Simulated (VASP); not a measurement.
## MgO: single point with PBEsol

MgO:

```
CELL_PARAMETERS angstrom
0.00000 2.13515 2.13515
2.13515 0.00000 2.13515
2.13515 2.13515 0.00000
ATOMIC_POSITIONS crystal
Mg 0.00000 0.00000 0.00000
O 0.35949 0.35949 0.64051
```

This cell differs from its parent crystal: atom 2 (O) moved by (+0.000, -0.600) A along [1 1 0] and z.

| Item | Value |
| --- | --- |
| Program | VASP 6.6.1 |
| Task | single point |
| Functional | PBEsol |
| Potentials or basis | VASP PAW PBE potentials, release 64 (Mg, O) |
| Cutoff | 520 eV |
| k mesh | 10 × 10 × 10 |
| Occupations | gaussian, width 0.05 eV |
| Spin | no spin polarisation |

| Quantity | Value |
| --- | --- |
| Pressure | 45.1 GPa |
| Largest force | 13.264 eV/Å |
| Band gap on the k mesh | 4.22 eV, indirect (least direct gap 4.29 eV) |

Forces on the atoms (eV/Å):
```
Mg    0.000   0.000 -13.264
O     0.000   0.000  13.264
```

Stress tensor (GPa, compression positive):
```
-10.45   0.00   0.00
  0.00 -10.45   0.00
  0.00   0.00 156.26
```

Levels at points of the mesh, in eV from the valence-band top:
| k point | band 2 | band 3 | band 4 | band 5 | band 6 | band 7 |
| --- | --- | --- | --- | --- | --- | --- |
| (0.00, 0.00, 0.00) | -0.13 | -0.07 | -0.07 | 4.22 | 16.26 | 16.95 |
| (0.50, 0.00, 0.00) | -4.18 | -0.44 | -0.37 | 7.77 | 11.34 | 15.82 |
| (0.50, 0.50, 0.00) | -3.17 | -1.11 | -1.11 | 8.19 | 9.21 | 12.49 |
| (0.00, 0.50, 0.50) | -3.71 | -1.43 | -0.91 | 8.57 | 10.00 | 12.81 |

Wall time 9.8 s on 1 thread of Intel(R) Xeon(R) 6975P-C (Granite Rapids) (shared host), peak memory 0.15 GiB.

Caveat: the cell differs from its parent crystal (atom 2 (O) moved by (+0.000, -0.600) A along [1 1 0] and z); the PAW data sets were made with another functional, which shifts forces and pressure a little. A k mesh can miss the band edges.
